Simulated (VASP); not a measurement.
# VO2 (P4_2/mnm) in VASP: a series of runs, part 3 of 3

VASP 6.6.1.

### Step 4. Single point, revPBE, collinear spin, ferromagnetic start

INCAR

```
SYSTEM = VO2
PREC = Accurate
ENCUT = 600
EDIFF = 1E-6
ISMEAR = -1
SIGMA = 0.1
LREAL = .False.
LASPH = .True.
NELM = 200
ALGO = Normal
ISIF = 2
LWAVE = .False.
LCHARG = .True.
ISPIN = 2
MAGMOM = 1 1 0 0 0 0
LORBIT = 11
LMAXMIX = 4
GGA = RE
LELF = .True.
LVHAR = .True.
NBANDS = 38
GGA_COMPAT = .False.
```

KPOINTS

```
Automatic mesh
0
Gamma
  5 5 7
  0 0 0
```

POSCAR

```
VO2
1.0
    4.5300000000      0.0000000000      0.0000000000
    0.0000000000      4.5300000000      0.0000000000
    0.0000000000      0.0000000000      2.8690000000
V O
2 4
Direct
    0.0000000000      0.0000000000      0.0000000000
    0.5000000000      0.5000000000      0.5000000000
    0.3050000000      0.3050000000      0.0000000000
    0.1950000000      0.8050000000      0.5000000000
    0.6950000000      0.6950000000      0.0000000000
    0.8050000000      0.1950000000      0.5000000000
```

Potentials or basis: VASP PAW PBE potentials, release 64 (V_sv, O).

Launch:

```sh
cat potpaw_PBE.64/V_sv/POTCAR potpaw_PBE.64/O/POTCAR > POTCAR
mpirun -np 1 vasp_std > vasp.out
```

OUTCAR:

```text
SYSTEM = VO2
   PREC = Accurate
   ENCUT = 600
   EDIFF = 1E-6
   ISMEAR = -1
   LREAL = .False.
   LASPH = .True.
   NELM = 200
   ISIF = 2
   ISPIN = 2
   LORBIT = 11
   GGA = RE

 ion  position               nearest neighbor table
   1  0.000  0.000  0.000-   4 1.90   6 1.90   4 1.90   6 1.90   5 1.95   3 1.95
   2  0.500  0.500  0.500-   3 1.90   5 1.90   3 1.90   5 1.90   4 1.95   6 1.95
   3  0.305  0.305  0.000-   2 1.90   2 1.90   1 1.95
   4  0.195  0.805  0.500-   1 1.90   1 1.90   2 1.95
   5  0.695  0.695  0.000-   2 1.90   2 1.90   1 1.95
   6  0.805  0.195  0.500-   1 1.90   1 1.90   2 1.95

  LATTYP: Found a simple tetragonal cell.
 ALAT       =     4.5300000000
 C/A-ratio  =     0.6333333333

  Lattice vectors:

 A1 = (   4.5300000000,   0.0000000000,   0.0000000000)
 A2 = (   0.0000000000,   4.5300000000,   0.0000000000)
 A3 = (   0.0000000000,   0.0000000000,   2.8690000000)

Analysis of symmetry for initial positions (statically):
=====================================================================
 Subroutine PRICEL returns:
 Original cell was already a primitive cell.

 Routine SETGRP: Setting up the symmetry group for a
 simple tetragonal supercell.

 Subroutine GETGRP returns: Found 16 space group operations
 (whereof  8 operations were pure point group operations)
 out of a pool of 16 trial point group operations.

The static configuration has the point symmetry D_2h.
 The point group associated with its full space group is D_4h.

Analysis of symmetry for dynamics (positions and initial velocities):
=====================================================================
 Subroutine PRICEL returns:
 Original cell was already a primitive cell.

 Routine SETGRP: Setting up the symmetry group for a
 simple tetragonal supercell.

 Subroutine GETGRP returns: Found 16 space group operations
 (whereof  8 operations were pure point group operations)
 out of a pool of 16 trial point group operations.

The dynamic configuration has the point symmetry D_2h.
 The point group associated with its full space group is D_4h.

Analysis of structural, dynamic, and magnetic symmetry:
=====================================================================
 Subroutine PRICEL returns:
 Original cell was already a primitive cell.

 Routine SETGRP: Setting up the symmetry group for a
 simple tetragonal supercell.

 Subroutine GETGRP returns: Found 16 space group operations
 (whereof  8 operations were pure point group operations)
 out of a pool of 16 trial point group operations.

The overall configuration has the point symmetry D_2h.
 The point group associated with its full space group is D_4h.

 Subroutine INISYM returns: Found 16 space group operations
 (whereof  8 operations are pure point group operations),
 and found     1 'primitive' translations

----------------------------------------------------------------------------------------

                                     Primitive cell

  volume of cell :      58.8745

  direct lattice vectors                    reciprocal lattice vectors
     4.530000000  0.000000000  0.000000000     0.220750552  0.000000000  0.000000000
     0.000000000  4.530000000  0.000000000     0.000000000  0.220750552  0.000000000
     0.000000000  0.000000000  2.869000000     0.000000000  0.000000000  0.348553503

  length of vectors
     4.530000000  4.530000000  2.869000000     0.220750552  0.220750552  0.348553503

[... 95 lines left out ...]
   POTIM  = 0.5000    time-step for ionic-motion
   TEBEG  =    0.0;   TEEND  =   0.0 temperature during run
   PSTRESS=    0.0 pullay stress
   NELECT =      50.0000    total number of electrons
   NUPDOWN=      -1.0000    fix difference up-down
   EMIN   =  10.00;   EMAX   =-10.00  energy-range for DOS
   EFERMI =   0.00;   METHOD = LEGACY
   ISMEAR =    -1;   SIGMA  =   0.10  broadening in eV -4-tet -1-fermi 0-gaus
   EFERMI_NEDOS =   21; number of points for ismear=-14 and -15
   IALGO  =     38    algorithm
   IMIX   =      4    mixing-type and parameters
     AMIX     =   0.40;   BMIX     =  1.00
     AMIX_MAG =   1.60;   BMIX_MAG =  1.00
  volume/ion in A,a.u.               =       9.81        66.22
  Fermi-wavevector in a.u.,A,eV,Ry     =   1.550324  2.929688 32.701671  2.403505
  Thomas-Fermi vector in A             =   2.655004
   LORBIT       =     11    0 simple, 1 ext, 2 COOP (PROOUT), +10 PAW based schemes
   GGA     = RE    functional components
   LHFCALC =     F    Hartree Fock is set to
   AEXX    =    0.0000 exact exchange contribution
   IVDW    =     0    specifies the selected vdW correction
   LEPSILON=     F    determine dielectric tensor
   LRPA    =     F    only Hartree local field effects (RPA)
 spin polarized calculation
  energy-cutoff  :      600.00
  volume of cell :       58.87
 maximum number of plane-waves:      1980
   NGX = 19   NGY = 19   NGZ = 11

 number of electron      49.9999991 magnetization       1.9894109

 Free energy of the ion-electron system (eV)
  ---------------------------------------------------
  ext. energy  EPLUGINS =         0.00000000
  ---------------------------------------------------
  free energy    TOTEN  =       -49.67810367 eV

  energy without entropy =      -49.56183193  energy(sigma->0) =      -49.61996780

 E-fermi :   6.5158     XC(G=0): -11.5865

 val. band max:        6.4945505534   @ k =   0.4000   0.4000   0.2857
 cond. band min:       6.5183485194   @ k =   0.2000   0.2000   0.1429
 fundamental gap:      0.0237979661
 Fermi energy:         6.5157502336

 spin component 1

 k-point     1 :       0.0000    0.0000    0.0000
  band No.  band energies     occupation
      1     -59.6992      1.00000
      2     -59.6896      1.00000
      3     -33.4927      1.00000
      4     -33.4927      1.00000
      5     -33.4149      1.00000
      6     -33.3945      1.00000
[... 949 lines left out ...]
     36      17.5694      0.00000
     37      19.0967      0.00000
 Fermi energy:         6.5157502336

 spin component 2

 k-point     1 :       0.0000    0.0000    0.0000
  band No.  band energies     occupation
      1     -58.5842      1.00000
      2     -58.5740      1.00000
      3     -32.3804      1.00000
      4     -32.3804      1.00000
      5     -32.3633      1.00000
      6     -32.3415      1.00000
[... 949 lines left out ...]
     36      17.6902      0.00000
     37      19.3384      0.00000
 [bands above 37 left out]

------------------------ aborting loop because EDIFF is reached ----------------------------------------

  FORCE on cell =-STRESS in cart. coord.  units (eV):
  Direction    XX          YY          ZZ          XY          YZ          ZX
  --------------------------------------------------------------------------------------
  -------------------------------------------------------------------------------------
  Total        3.7622077      3.7622077      2.7837015      0.0000000      0.0000000      0.0000000
  in kB      102.3826575    102.3826575     75.7541271      0.0000000      0.0000000      0.0000000
  external PRESSURE =      93.5064807 kB  Pullay stress =       0.0000000 kB

 VOLUME and BASIS-vectors are now :
 -----------------------------------------------------------------------------
  energy-cutoff  :      600.00
  volume of cell :       58.87
      direct lattice vectors                 reciprocal lattice vectors
     4.530000000  0.000000000  0.000000000     0.220750552  0.000000000  0.000000000
     0.000000000  4.530000000  0.000000000     0.000000000  0.220750552  0.000000000
     0.000000000  0.000000000  2.869000000     0.000000000  0.000000000  0.348553503

 POSITION                                       TOTAL-FORCE (eV/Angst)
 -----------------------------------------------------------------------------------
      0.00000      0.00000      0.00000         0.000000      0.000000      0.000000
      2.26500      2.26500      1.43450         0.000000      0.000000      0.000000
      1.38165      1.38165      0.00000        -0.418243     -0.418243      0.000000
      0.88335      3.64665      1.43450         0.418243     -0.418243      0.000000
      3.14835      3.14835      0.00000         0.418243      0.418243     -0.000000
      3.64665      0.88335      1.43450        -0.418243      0.418243     -0.000000
 -----------------------------------------------------------------------------------
    total drift:                                0.000000      0.000000      0.000000

  FREE ENERGIE OF THE ION-ELECTRON SYSTEM (eV)
  ---------------------------------------------------
  free  energy   TOTEN  =       -49.6781036692 eV

  energy  without entropy=      -49.5618319261  energy(sigma->0) =      -49.61996780

 total charge

# of ion       s       p       d       tot
------------------------------------------
    1        2.285   6.343   2.916  11.545
    2        2.285   6.343   2.916  11.545
    3        1.574   3.495   0.000   5.069
    4        1.574   3.495   0.000   5.069
    5        1.574   3.495   0.000   5.069
    6        1.574   3.495   0.000   5.069
--------------------------------------------------
tot         10.866  26.666   5.832  43.365

 magnetization (x)

# of ion       s       p       d       tot
------------------------------------------
    1        0.014   0.012   1.029   1.055
    2        0.014   0.012   1.029   1.055
    3       -0.002  -0.055   0.000  -0.057
    4       -0.002  -0.055   0.000  -0.057
    5       -0.002  -0.055   0.000  -0.057
    6       -0.002  -0.055   0.000  -0.057
--------------------------------------------------
tot          0.019  -0.197   2.058   1.881
```

Run time: 4.3 min. Hardware: 1 thread of Oxide Virtual Turin-like, shared host; peak memory 0.22 GiB.

Results:

```
Free energy                                           : -49.6781 eV
Pressure                                              : 9.4 GPa
Largest force                                         : 0.591 eV/Å
Band gap on the k mesh                                : zero (filled and empty bands overlap)
Net moment                                            : 1.99 μB per cell
Site moments                                          : V +1.05; O -0.06 μB
Valence electrons inside the program's atomic spheres : V 11.54; O 5.07
```

Forces on the atoms (eV/Å):
```
V    0.000  0.000  0.000
V    0.000  0.000  0.000
O   -0.418 -0.418  0.000
O    0.418 -0.418  0.000
O    0.418  0.418  0.000
O   -0.418  0.418  0.000
```

Caveat: the cell stands under pressure; the PAW data sets were made with another functional, which shifts forces and pressure a little; semilocal functionals often make such compounds metallic where correlation or magnetic order opens a gap, which also shifts bond lengths. With open d or f shells a metallic result of revPBE can be an artefact of self-interaction; +U or a hybrid may open a gap.

### Step 5. Single point, PBE, collinear spin, ferromagnetic start

INCAR

```
PREC     = Accurate       # precision mode
ENCUT    = 600            # plane-wave cutoff, eV
EDIFF    = 1E-6           # SCF threshold, eV
ISMEAR   = -1             # smearing method
SIGMA    = 0.1            # smearing width, eV
LREAL    = F              # projectors in reciprocal space
LASPH    = T              # aspherical terms in the spheres
NELM     = 200            # most SCF steps
ALGO     = Normal         # electronic algorithm
ISIF     = 2              # what is computed and relaxed
LWAVE    = F              # write WAVECAR
LCHARG   = T              # write CHGCAR
ISPIN    = 2              # spin polarisation
MAGMOM   = 1 1 0 0 0 0    # initial moments
LORBIT   = 11             # projections on sites
LMAXMIX  = 4              # l up to which the mixer works
GGA      = PE             # functional
LELF     = T              # ELF
LVHAR    = T            
NBANDS   = 38             # bands
GGA_COMPAT= F
```

KPOINTS

```
Automatic mesh
0
Gamma
  5 5 7
```

POSCAR is that of step 4.

Launch:

```sh
cat potpaw_PBE.64/V_sv/POTCAR potpaw_PBE.64/O/POTCAR > POTCAR
mpirun -np 1 vasp_std > vasp.out
```

Wall time 3.7 min (1 thread of Oxide Virtual Turin-like, shared host); peak memory 0.21 GiB.

Results (log left out):

* Free energy: -51.9572 eV
* Pressure: 5.3 GPa
* Largest force: 0.570 eV/Å
* Band gap on the k mesh: zero (filled and empty bands overlap)
* Net moment: 1.98 μB per cell
* Site moments: V +1.04; O -0.05 μB
* Valence electrons inside the program's atomic spheres: V 11.55; O 5.06

Forces in eV/Å, atoms in the order of the input:
```
V    0.000  0.000  0.000
V    0.000  0.000  0.000
O   -0.403 -0.403  0.000
O    0.403 -0.403  0.000
O    0.403  0.403  0.000
O   -0.403  0.403  0.000
```

Stress tensor (GPa, compression positive):
```
6.31 0.00 0.00
0.00 6.31 0.00
0.00 0.00 3.23
```

Levels at points of the mesh, in eV from the Fermi level:
Spin up:
```csv
k point,band 23,band 24,band 25,band 26,band 27,band 28,band 29,band 30
"(0.00, 0.00, 0.00)",-1.96,-1.65,-0.92,-0.56,-0.41,-0.41,-0.22,1.78
```
Spin down:
```csv
k point,band 22,band 23,band 24,band 25,band 26,band 27
"(0.00, 0.00, 0.00)",-2.05,-2.05,-1.63,0.22,0.42,0.85
```

Caveat: the cell stands under pressure; semilocal functionals often make such compounds metallic where correlation or magnetic order opens a gap, which also shifts bond lengths. With open d or f shells a metallic result of PBE can be an artefact of self-interaction; +U or a hybrid may open a gap.

### Step 6. The runs side by side

| level | gap on the mesh (eV) | pressure (GPa) | moment (μB) | largest force (eV/Å) |
| --- | --- | --- | --- | --- |
| BLYP | none | 12.4 | 1.97 | 0.65 |
| RPBE | none | 10.9 | 1.99 | 0.60 |
| revPBE | none | 9.4 | 1.99 | 0.59 |
| PBE | none | 5.3 | 1.98 | 0.57 |

Alike in all rows: task single point; potentials or basis VASP PAW PBE potentials, release 64 (V_sv, O); spin collinear, ferromagnetic start; cell as given; k mesh 5 × 5 × 7; cutoff (eV) 600; smearing fermi-dirac 0.1 eV.

The pressure there spans 5.3 GPa (PBE) to 12.4 GPa (BLYP); a positive pressure means that this level wants a larger cell, a negative one a smaller.

Caveats: the cell stands under pressure; semilocal functionals often make such compounds metallic where correlation or magnetic order opens a gap, which also shifts bond lengths; the PAW data sets were made with another functional, which shifts forces and pressure a little (at least some runs).

Total energies depend on the potentials used, so only differences within one code and one set of settings carry meaning.

The gap in the log of VASP goes by the Fermi energy; the results here count the filled bands.